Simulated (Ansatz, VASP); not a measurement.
Two plane-wave programs on PbS

POSCAR

```
PbS
1.0
    4.0817974325      0.0000000000      0.0000000000
   -2.0408987163      3.5349402696      0.0000000000
    0.0000000000      0.0000000000      7.2596484683
Pb S
2 2
Direct
    0.0000000000      0.0000000000      0.0000000000
    0.0000000000      0.0000000000      0.5000000000
    0.3333333333      0.6666666667      0.2500000000
    0.6666666667      0.3333333333      0.7500000000
```

File INCAR.step1:

```
SYSTEM = PbS
PREC = Accurate
ENCUT = 520
ISMEAR = -1
SIGMA = 0.02
LREAL = .False.
LASPH = .True.
NELM = 80
NBANDS = 28
GGA = PE
ALGO = Normal
EDIFF = 1E-4
LWAVE = .True.
LCHARG = .False.
```

File INCAR.step2:

```
SYSTEM = PbS
PREC = Accurate
ENCUT = 520
EDIFF = 1E-6
ISMEAR = -1
SIGMA = 0.02
LREAL = .False.
LASPH = .True.
NELM = 80
ALGO = Normal
ISIF = 2
LWAVE = .False.
LCHARG = .True.
METAGGA = R2SCAN
LMIXTAU = .True.
LELF = .True.
LVHAR = .True.
NBANDS = 28
ISTART = 1
```

File KPOINTS:

```
regular mesh
0
Gamma
  6 6 4
  0 0 0
```

Input for Ansatz:

```yaml
crystal:
  lattice:
    - [4.0817974325, 0.0, 0.0]
    - [-2.0408987163, 3.5349402696, 0.0]
    - [0.0, 0.0, 7.2596484683]
  atoms:
    - { symbol: Pb, position: [0.0, 0.0, 0.0] }
    - { symbol: Pb, position: [0.0, 0.0, 0.5] }
    - { symbol: S, position: [0.3333333333, 0.6666666667, 0.25] }
    - { symbol: S, position: [0.6666666667, 0.3333333333, 0.75] }
kpoints:
  mp_grid: { grid: [6, 6, 4] }
hamiltonian:
  xc: r2scan
scf:
  occupations: { method: fermi_dirac, width: 0.02 }
  n_extra_bands: 5
output:
  forces: true
  stress: true
  eigenvalues: true
```

Alike in both runs: task single point; functional r2SCAN; k mesh 6 × 6 × 4; occupations fermi-dirac, width 0.02 eV; no spin polarisation.

|  | VASP | Ansatz |
| --- | --- | --- |
| version | VASP 6.6.1 | Ansatz 0.2.0 |
| potentials or method | VASP PAW PBE potentials, release 64 (Pb_d, S) | plane waves, PAW |
| plane-wave cutoff (eV) | 520 | 500 |
| valence electrons in the cell | 40 | 40 |

|  | VASP | Ansatz | Ansatz less VASP |
| --- | --- | --- | --- |
| pressure (GPa) | 1.8 | 1.8 | +0.02 |
| traceless stress, the component that is largest in VASP (GPa) | 0.29 | 0.29 | -0.005 |

VASP's potentials were made for PBE, not for r2SCAN. The functional is the same, so the differences come from potentials, cutoffs and numerics.

Spin-orbit coupling is off throughout.
